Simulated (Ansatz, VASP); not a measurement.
Given: the input of a run of VASP 6.6.1 on Hf.

Contents of INCAR:

```
PREC     = Accurate       # precision mode
ENCUT    = 520            # plane-wave cutoff, eV
EDIFF    = 1E-6           # SCF threshold, eV
ISMEAR   = 0              # smearing method
SIGMA    = 0.02           # smearing width, eV
LREAL    = False          # projectors in reciprocal space
LASPH    = True           # aspherical terms in the spheres
NELM     = 60             # most SCF steps
ALGO     = Fast           # electronic algorithm
ISIF     = 2              # what is computed and relaxed
LWAVE    = False          # write WAVECAR
LCHARG   = False          # write CHGCAR
GGA      = RP             # functional
NBANDS   = 11             # bands
```

KPOINTS

```
regular mesh
0
Gamma
  10 10 10
```

File POSCAR:

```
Hf
1.0
    3.1263517100      0.0000000000      0.0000000000
   -1.0421172364      2.9475526594      0.0000000000
   -1.0421172364     -1.4737763292      2.5526554823
Hf
1
Direct
    0.0000000000      0.0000000000      0.0000000000
```

Potentials or basis: VASP PAW PBE potentials, release 64 (Hf_pv).

Run with:

```bash
$ cat potpaw_PBE.64/Hf_pv/POTCAR > POTCAR
$ mpirun -np 1 vasp_std > vasp.out
```

Q: Translate it to Ansatz 0.2.0. Potentials there: all-electron LAPW, scalar-relativistic.

A: As run (the cutoff follows the program's own potentials):

File input.yaml:

```yaml
crystal:
  lattice:
    - [3.12635171, 0.0, 0.0]
    - [-1.0421172364, 2.9475526594, 0.0]
    - [-1.0421172364, -1.4737763292, 2.5526554823]
  atoms:
    - { symbol: Hf, position: [0.0, 0.0, 0.0] }
kpoints:
  mp_grid: { grid: [10, 10, 10] }
scf:
  occupations: { method: gaussian, width: 0.02 }
hamiltonian:
  xc: rpbe
  pseudopotentials: { kind: all_electron, lapw: { basis_error: 0.001 } }
output:
  forces: true
  stress: true
  eigenvalues: true
```

Potentials or basis: all-electron LAPW, scalar-relativistic.

Run with:

```bash
$ ansatz run input.yaml --threads 1 --pin off --max-ram 3072MiB --backend cpu --events-out ev --progress --plain --runs-dir out
```

Both were run:

|  | VASP | Ansatz | Ansatz less VASP |
| --- | --- | --- | --- |
| gap on the k mesh at the Fermi level (eV) | none | none | - |
| pressure (GPa) | -2.7 | -2.4 | +0.28 |

VASP's potentials were made for PBE, not for RPBE. A gap of «none» marks a metal or a gap that the smearing closes. Ansatz ran all-electron here, and VASP with PAW potentials.

Neither program's run includes spin-orbit coupling.
